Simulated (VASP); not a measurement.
Set up this calculation in VASP 6.6.1, as the native input.

```
Task                   : single point
Functional             : PBE
Potentials or basis    : VASP PAW PBE potentials, release 64 (V_sv, Si)
Cutoff                 : 520 eV
k mesh                 : 6 × 6 × 4
Occupations            : gaussian, width 0.1 eV
Spin                   : no spin polarisation
Dipole correction      : no
Further INCAR settings : ALGO = Normal; EDIFF = 1e-07; NBANDS = 30
```

The structure of VSi2 lies in POSCAR:

```
VSi2
1.0
    3.3134456992      0.0000000000      0.0000000000
    0.0000000000      3.3134456992      0.0000000000
    0.0000000000      0.0000000000      7.5923495613
V Si
2 4
Direct
    0.0000000000      0.5000000000      0.7495916783
    0.5000000000      0.0000000000      0.2504083217
    0.0000000000      0.0000000000      0.0000000000
    0.5000000000      0.5000000000      0.0000000000
    0.0000000000      0.5000000000      0.4111975243
    0.5000000000      0.0000000000      0.5888024757
```

These files were run (other wordings do the same):

INCAR

```
SYSTEM = VSi2
  PREC = Accurate
  ENCUT = 520
  EDIFF = 1E-7
  ISMEAR = 0
  SIGMA = 0.1
  LREAL = .FALSE.
  LASPH = .TRUE.
  NELM = 80
  ALGO = Normal
  ISIF = 2
  LWAVE = .FALSE.
  LCHARG = .FALSE.
  GGA = PE
  NBANDS = 30
```

KPOINTS

```
Automatic mesh
0
G
  6 6 4
  0 0 0
```

Potentials or basis: VASP PAW PBE potentials, release 64 (V_sv, Si).

Launch:

```sh
$ cat potpaw_PBE.64/V_sv/POTCAR potpaw_PBE.64/Si/POTCAR > POTCAR
$ mpirun -np 1 vasp_std > vasp.out
```

Results of the run:

The pressure is 0.0 GPa. The largest force is 0.012 eV/Å. The band gap on the k mesh is zero (band 21 reaches 10.68 eV, above the bottom of band 22 at 8.79 eV).

Run time: 98 s on 1 thread of Intel(R) Xeon(R) Platinum 8259CL CPU @ 2.50GHz (Skylake/Cascade Lake), on a shared host, peak memory 0.22 GiB.
